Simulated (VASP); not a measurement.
# KRh3 (Pm-3m) in VASP: further runs

The runs below take KRh3 through single point, relaxation of cell and atoms, with PBE, r2SCAN.

Everything below comes from runs of VASP 6.6.1. Logs are shortened: lines on timing, memory, paths and dates and some standing lists are left out, and cuts for length are marked.

### 1 The cell of the first run

The structure is cubic, space group Pm-3m (No. 221). Conventional cell: a = 4.088 Å, b = 4.088 Å, c = 4.088 Å, α = 90.00°, β = 90.00°, γ = 90.00°. K (site symmetry m-3m) has 12 Rh at 2.89 Å within 3.8 Å. Within 3.8 Å of Rh (site symmetry 4/mmm) lie 4 K at 2.89 Å and 8 Rh at 2.89 Å.

### 2 Single point, PBE

INCAR reads:

```
SYSTEM = KRh3
PREC = Accurate ; ENCUT = 520
EDIFF = 1E-6 ; ISMEAR = 0
SIGMA = 0.1 ; LREAL = .False.
LASPH = .True. ; NELM = 60
ALGO = Fast ; ISIF = 2
LWAVE = .False. ; LCHARG = .True.
GGA = PE ; LELF = .True.
LVHAR = .True. ; NBANDS = 35
```

KPOINTS reads:

```
regular mesh
0
Gamma
  12 12 12
  0 0 0
```

POSCAR reads:

```
KRh3
1.0
    4.0877630814      0.0000000000      0.0000000000
    0.0000000000      4.0877630814      0.0000000000
    0.0000000000      0.0000000000      4.0877630814
K Rh
1 3
Direct
    0.0000000000      0.0000000000      0.0000000000
    0.0000000000      0.5000000000      0.5000000000
    0.5000000000      0.0000000000      0.5000000000
    0.5000000000      0.5000000000      0.0000000000
```

Potentials or basis: VASP PAW PBE potentials, release 64 (K_sv, Rh_pv).

On the command line:

```console
$ cat potpaw_PBE.64/K_sv/POTCAR potpaw_PBE.64/Rh_pv/POTCAR > POTCAR
$ mpirun -np 1 vasp_std > vasp.out
```

OUTCAR:

```text
SYSTEM = KRh3
   PREC = Accurate
   ENCUT = 520
   EDIFF = 1E-6
   ISMEAR = 0
   LREAL = .False.
   LASPH = .True.
   NELM = 60
   ISIF = 2
   GGA = PE

 ion  position               nearest neighbor table
   1  0.000  0.000  0.000-   2 2.89   3 2.89   4 2.89   2 2.89   3 2.89   2 2.89   4 2.89   2 2.89
                             3 2.89   4 2.89   3 2.89   4 2.89
   2  0.000  0.500  0.500-   1 2.89   3 2.89   4 2.89   1 2.89   4 2.89   1 2.89   3 2.89   1 2.89
                             3 2.89   4 2.89   4 2.89   3 2.89
   3  0.500  0.000  0.500-   1 2.89   2 2.89   4 2.89   1 2.89   4 2.89   2 2.89   4 2.89   4 2.89
                             1 2.89   2 2.89   1 2.89   2 2.89
   4  0.500  0.500  0.000-   1 2.89   2 2.89   3 2.89   2 2.89   3 2.89   1 2.89   3 2.89   3 2.89
                             1 2.89   2 2.89   2 2.89   1 2.89

  LATTYP: Found a simple cubic cell.
 ALAT       =     4.0877630814

  Lattice vectors:

 A1 = (   4.0877630814,   0.0000000000,   0.0000000000)
 A2 = (   0.0000000000,   4.0877630814,   0.0000000000)
 A3 = (   0.0000000000,   0.0000000000,   4.0877630814)

Analysis of symmetry for initial positions (statically):
=====================================================================
 Subroutine PRICEL returns:
 Original cell was already a primitive cell.

 Routine SETGRP: Setting up the symmetry group for a
 simple cubic supercell.

 Subroutine GETGRP returns: Found 48 space group operations
 (whereof 48 operations were pure point group operations)
 out of a pool of 48 trial point group operations.

The static configuration has the point symmetry O_h .

Analysis of symmetry for dynamics (positions and initial velocities):
=====================================================================
 Subroutine PRICEL returns:
 Original cell was already a primitive cell.

 Routine SETGRP: Setting up the symmetry group for a
 simple cubic supercell.

 Subroutine GETGRP returns: Found 48 space group operations
 (whereof 48 operations were pure point group operations)
 out of a pool of 48 trial point group operations.

The dynamic configuration has the point symmetry O_h .

 Subroutine INISYM returns: Found 48 space group operations
 (whereof 48 operations are pure point group operations),
 and found     1 'primitive' translations

----------------------------------------------------------------------------------------

                                     Primitive cell

  volume of cell :      68.3057

  direct lattice vectors                    reciprocal lattice vectors
     4.087763081  0.000000000  0.000000000     0.244632573  0.000000000  0.000000000
     0.000000000  4.087763081  0.000000000     0.000000000  0.244632573  0.000000000
     0.000000000  0.000000000  4.087763081     0.000000000  0.000000000  0.244632573

  length of vectors
     4.087763081  4.087763081  4.087763081     0.244632573  0.244632573  0.244632573

  position of ions in fractional coordinates (direct lattice)
     0.000000000  0.000000000  0.000000000
     0.000000000  0.500000000  0.500000000
     0.500000000  0.000000000  0.500000000
     0.500000000  0.500000000  0.000000000

  ion indices of the primitive-cell ions
   primitive index   ion index
                 1           1
                 2           2
                 3           3
                 4           4

----------------------------------------------------------------------------------------

 KPOINTS: regular mesh

Automatic generation of k-mesh.
 Grid dimensions read from file:
 generate k-points for:   12   12   12

 Generating k-lattice:

  Cartesian coordinates                     Fractional coordinates (reciprocal lattice)
     0.020386048  0.000000000  0.000000000     0.083333333  0.000000000  0.000000000
     0.000000000  0.020386048  0.000000000     0.000000000  0.083333333  0.000000000
     0.000000000  0.000000000  0.020386048     0.000000000  0.000000000  0.083333333

  Length of vectors
     0.020386048  0.020386048  0.020386048

  Shift w.r.t. Gamma in fractional coordinates (k-lattice)
     0.000000000  0.000000000  0.000000000

 Subroutine IBZKPT returns following result:
 ===========================================

 Found     84 irreducible k-points:

 Following reciprocal coordinates:
            Coordinates               Weight
  0.000000  0.000000  0.000000      1.000000
  0.083333  0.000000  0.000000      6.000000
  0.166667  0.000000  0.000000      6.000000
  0.250000  0.000000  0.000000      6.000000
  0.333333  0.000000  0.000000      6.000000
  0.416667  0.000000  0.000000      6.000000
[... 16 lines left out ...]
  0.333333  0.333333  0.000000     12.000000
  0.416667  0.333333  0.000000     24.000000
 [... further k-points ...]
   k-points           NKPTS =     84   k-points in BZ     NKDIM =     84   number of bands    NBANDS=     35
   number of dos      NEDOS =    301   number of ions     NIONS =      4
   total plane-waves  NPLWV =  27000
   dimension x,y,z NGX =    30 NGY =   30 NGZ =   30
   dimension x,y,z NGXF=    60 NGYF=   60 NGZF=   60
   ions per type =               1   3
   NGX,Y,Z   is equivalent  to a cutoff of  12.20, 12.20, 12.20 a.u.
   NGXF,Y,Z  is equivalent  to a cutoff of  24.40, 24.40, 24.40 a.u.
 SYSTEM =  KRh3
   PREC   = accura    normal or accurate (medium, high low for compatibility)
   ISTART =      0    job   : 0-new  1-cont  2-samecut
   ICHARG =      2    charge: 1-file 2-atom 10-const
   ISPIN  =      1    spin polarized calculation?
   LNONCOLLINEAR =      F non collinear calculations
   LSORBIT =      F    spin-orbit coupling
   LASPH  =      T    aspherical Exc in radial PAW
   ENCUT  =  520.0 eV  38.22 Ry    6.18 a.u.   7.60  7.60  7.60*2*pi/ulx,y,z
   NELM   =     60;   NELMIN=  2; NELMDL= -5     # of ELM steps
   EDIFF  = 0.1E-05   stopping-criterion for ELM
   LREAL  =      F    real-space projection
   EDIFFG = 0.1E-04   stopping-criterion for IOM
   NSW    =      0    number of steps for IOM
   IBRION =     -1    ionic relax: 0-MD 1-quasi-New 2-CG
   NFREE  =      0    steps in history (QN), initial steepest desc. (CG)
   ISIF   =      2    stress and relaxation
   ISYM   =      2    0-nonsym 1-usesym 2-fastsym
   POTIM  = 0.5000    time-step for ionic-motion
   TEBEG  =    0.0;   TEEND  =   0.0 temperature during run
   PSTRESS=    0.0 pullay stress
   NELECT =      54.0000    total number of electrons
   NUPDOWN=      -1.0000    fix difference up-down
   EMIN   =  10.00;   EMAX   =-10.00  energy-range for DOS
   EFERMI =   0.00;   METHOD = LEGACY
   ISMEAR =     0;   SIGMA  =   0.10  broadening in eV -4-tet -1-fermi 0-gaus
   EFERMI_NEDOS =   21; number of points for ismear=-14 and -15
   IALGO  =     68    algorithm
   IMIX   =      4    mixing-type and parameters
     AMIX     =   0.40;   BMIX     =  1.00
     AMIX_MAG =   1.60;   BMIX_MAG =  1.00
  volume/ion in A,a.u.               =      17.08       115.24
  Fermi-wavevector in a.u.,A,eV,Ry     =   1.513748  2.860570 31.176856  2.291434
  Thomas-Fermi vector in A             =   2.623498
   LORBIT       =      0    0 simple, 1 ext, 2 COOP (PROOUT), +10 PAW based schemes
   GGA     = PE    functional components
   LHFCALC =     F    Hartree Fock is set to
   AEXX    =    0.0000 exact exchange contribution
   IVDW    =     0    specifies the selected vdW correction
   LEPSILON=     F    determine dielectric tensor
   LRPA    =     F    only Hartree local field effects (RPA)
 non-spin polarized calculation
 RMM-DIIS sequential band-by-band and
 Gauss-broadening in eV      SIGMA  =   0.10
  energy-cutoff  :      520.00
  volume of cell :       68.31
 maximum number of plane-waves:      1856
   NGX = 15   NGY = 15   NGZ = 15

 number of electron      54.0000045 magnetization

 Free energy of the ion-electron system (eV)
  ---------------------------------------------------
  ext. energy  EPLUGINS =         0.00000000
  ---------------------------------------------------
  free energy    TOTEN  =       -18.75756333 eV

  energy without entropy =      -18.72176294  energy(sigma->0) =      -18.73966314

 E-fermi :   6.7015     XC(G=0): -12.1381

 val. band max:        6.7013727198   @ k =   0.5000   0.4167   0.0833
 cond. band min:       6.7016107834   @ k =   0.2500   0.2500   0.0000
 fundamental gap:      0.0002380636
 Fermi energy:         6.7014592164

 k-point     1 :       0.0000    0.0000    0.0000
  band No.  band energies     occupation
      1     -38.9425      2.00000
      2     -38.9425      2.00000
      3     -38.9425      2.00000
      4     -38.6868      2.00000
      5     -38.6868      2.00000
      6     -38.6868      2.00000
[... 27 lines left out ...]
     34      13.7026      0.00000
     35      17.5280      0.00000

 k-point     2 :       0.0833    0.0000    0.0000
  band No.  band energies     occupation
      1     -38.9407      2.00000
      2     -38.9407      2.00000
      3     -38.9394      2.00000
      4     -38.6874      2.00000
      5     -38.6874      2.00000
      6     -38.6869      2.00000
[... 27 lines left out ...]
     34      14.0816      0.00000
     35      17.2712      0.00000

 k-point     3 :       0.1667    0.0000    0.0000
  band No.  band energies     occupation
      1     -38.9358      2.00000
      2     -38.9358      2.00000
      3     -38.9306      2.00000
      4     -38.6895      2.00000
      5     -38.6895      2.00000
      6     -38.6874      2.00000
[... 27 lines left out ...]
     34      14.6814      0.00000
     35      16.8912      0.00000
[... 723 lines left out ...]
 k-point    23 :       0.3333    0.3333    0.0000
  band No.  band energies     occupation
      1     -38.9661      2.00000
      2     -38.8989      2.00000
      3     -38.8255      2.00000
      4     -38.7805      2.00000
      5     -38.7001      2.00000
      6     -38.6996      2.00000
[... 27 lines left out ...]
     34      14.4515      0.00000
     35      16.1748      0.00000

 k-point    24 :       0.4167    0.3333    0.0000
  band No.  band energies     occupation
      1     -38.9705      2.00000
      2     -38.8926      2.00000
      3     -38.8108      2.00000
      4     -38.7914      2.00000
      5     -38.7046      2.00000
      6     -38.7029      2.00000
[... 27 lines left out ...]
     34      14.2954      0.00000
     35      16.2107      0.00000

 [... further k-points ...]

------------------------ aborting loop because EDIFF is reached ----------------------------------------

  FORCE on cell =-STRESS in cart. coord.  units (eV):
  Direction    XX          YY          ZZ          XY          YZ          ZX
  --------------------------------------------------------------------------------------
  -------------------------------------------------------------------------------------
  Total        0.1809716      0.1809716      0.1809716     -0.0000000     -0.0000000      0.0000000
  in kB        4.2448647      4.2448647      4.2448647     -0.0000000     -0.0000000      0.0000000
  external PRESSURE =       4.2448647 kB  Pullay stress =       0.0000000 kB

 VOLUME and BASIS-vectors are now :
 -----------------------------------------------------------------------------
  energy-cutoff  :      520.00
  volume of cell :       68.31
      direct lattice vectors                 reciprocal lattice vectors
     4.087763081  0.000000000  0.000000000     0.244632573  0.000000000  0.000000000
     0.000000000  4.087763081  0.000000000     0.000000000  0.244632573  0.000000000
     0.000000000  0.000000000  4.087763081     0.000000000  0.000000000  0.244632573

 POSITION                                       TOTAL-FORCE (eV/Angst)
 -----------------------------------------------------------------------------------
      0.00000      0.00000      0.00000         0.000000      0.000000      0.000000
      0.00000      2.04388      2.04388         0.000000      0.000000      0.000000
      2.04388      0.00000      2.04388         0.000000      0.000000      0.000000
      2.04388      2.04388      0.00000         0.000000      0.000000      0.000000
 -----------------------------------------------------------------------------------
    total drift:                                0.000000      0.000000     -0.000000

  FREE ENERGIE OF THE ION-ELECTRON SYSTEM (eV)
  ---------------------------------------------------
  free  energy   TOTEN  =       -18.7575633284 eV

  energy  without entropy=      -18.7217629442  energy(sigma->0) =      -18.73966314
```

Wall time 2.8 min (1 thread of Intel Xeon 6975P-C, shared host); peak memory 0.28 GiB.

What came out:

* Free energy: -18.7576 eV
* Pressure: 0.4 GPa
* Band gap on the k mesh: zero (band 27 reaches 7.88 eV, above the bottom of band 28 at 6.40 eV)

[end of part 1 of 2]
